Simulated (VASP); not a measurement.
Wanted: the native input for a VASP 6.6.1 run.

- Task: single point
- Functional: LDA
- Potentials or basis: VASP PAW LDA potentials, release 64 (Zn, S)
- Cutoff: 520 eV
- k mesh: 6 × 6 × 4
- Occupations: gaussian, width 0.01 eV
- Spin: no spin polarisation
- Dipole correction: no
- Further INCAR settings: ALGO = Normal; EDIFF = 1e-06; NBANDS = 26

The structure of ZnS lies in POSCAR:

```
ZnS
1.0
    3.6634677879      0.0000000000      0.0000000000
   -1.8317338940      3.1726561703      0.0000000000
    0.0000000000      0.0000000000      6.2204714968
Zn S
2 2
Direct
    0.3333333333      0.6666666667      0.0088842482
    0.6666666667      0.3333333333      0.5088842482
    0.3333333333      0.6666666667      0.3761157518
    0.6666666667      0.3333333333      0.8761157518
```

This cell differs from its parent crystal: film at in-plane strain -0.02.

The input as run:

INCAR

```
SYSTEM = ZnS
PREC = Accurate
ENCUT = 520
EDIFF = 1E-6
ISMEAR = 0
SIGMA = 0.01
LREAL = .False.
LASPH = .True.
NELM = 60
ALGO = Normal
ISIF = 2
LWAVE = .False.
LCHARG = .True.
LELF = .True.
LVHAR = .True.
NBANDS = 26
```

KPOINTS

```
regular mesh
0
Gamma
  6 6 4
  0 0 0
```

Potentials or basis: VASP PAW LDA potentials, release 64 (Zn, S).

The run is started by

```sh
$ cat potpaw_LDA.64/Zn/POTCAR potpaw_LDA.64/S/POTCAR > POTCAR
$ mpirun -np 1 vasp_std > vasp.out
```

It gave:

| Quantity | Value |
| --- | --- |
| Pressure | 2.7 GPa |
| Band gap on the k mesh | 2.21 eV, direct |

Caveat: the cell differs from its parent crystal (film at in-plane strain -0.02).

Run time: 31 s on 1 thread of Intel(R) Xeon(R) Platinum 8488C (Sapphire Rapids) (shared host), peak memory 0.17 GiB.
